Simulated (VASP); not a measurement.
A run of VASP 6.6.1 is set up as follows.

The input INCAR:

```
PREC = Accurate ; ENCUT = 520
EDIFF = 1E-6 ; ISMEAR = 0
SIGMA = 0.02 ; LREAL = False
LASPH = True ; NELM = 100
ALGO = Normal ; ISIF = 2
LWAVE = False ; LCHARG = False
GGA = PS ; NBANDS = 21
```

The input KPOINTS:

```
regular mesh
0
Gamma
  8 8 8
```

File POSCAR:

```
SiC
1.0
    0.0000000000      2.1783973793     -2.1783973793
    4.3567947587      0.0000000000      0.0000000000
   -2.1783973793     -4.3567947587     -2.1783973793
Si C
3 3
Direct
    0.1666666667      0.4166666667      0.3333333333
    0.5000000000      0.7500000000      0.0000000000
    0.8333333333      0.0833333333      0.6666666667
    1.0000000000      0.0000000000      1.0000000000
    0.3333333333      0.3333333333      0.6666666667
    0.6666666667      0.6666666667      0.3333333333
```

Potentials or basis: VASP PAW PBE potentials, release 64 (Si, C).

The run is started by

```bash
$ cat potpaw_PBE.64/Si/POTCAR potpaw_PBE.64/C/POTCAR > POTCAR
$ mpirun -np 1 vasp_std > vasp.out
```

**Question.** What does it give for the band gap on the k mesh?

**Answer.** 1.23 eV.

**Question.** What does it give for the pressure?

**Answer.** 0.4 GPa.

Caveat: the PAW data sets were made with another functional, which shifts forces and pressure a little. A k mesh can miss the band edges.
